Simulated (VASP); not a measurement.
A run of VASP 6.6.1 is set up as follows.

File INCAR:

```
SYSTEM = CdSe
PREC = Accurate ; ENCUT = 520
EDIFF = 1E-6 ; ISMEAR = -1
SIGMA = 0.05 ; LREAL = .FALSE.
LASPH = .TRUE. ; NELM = 80
ALGO = Normal ; ISIF = 2
LWAVE = .FALSE. ; LCHARG = .FALSE.
GGA = PS ; NBANDS = 16
```

Contents of KPOINTS:

```
Automatic mesh
0
G
  12 12 12
  0 0 0
```

The input POSCAR:

```
CdSe
1.0
    0.0000000000      3.0413209774      3.0413209774
    3.0413209774      0.0000000000      3.0413209774
    3.0413209774      3.0413209774      0.0000000000
Cd Se
1 1
Direct
    0.0000000000      0.0000000000      0.0000000000
    0.7500000000      0.7500000000      0.7500000000
```

Potentials or basis: VASP PAW PBE potentials, release 64 (Cd, Se).

Launch:

```console
$ cat potpaw_PBE.64/Cd/POTCAR potpaw_PBE.64/Se/POTCAR > POTCAR
$ mpirun -np 1 vasp_std > vasp.out
```

(1) Predict the pressure.

(2) Estimate the band gap on the k mesh.

Answers

(1) 0.3 GPa.

(2) 0.48 eV.

Caveat: semilocal functionals underestimate gaps, and a narrow one can read as zero; the PAW data sets were made with another functional, which shifts forces and pressure a little.
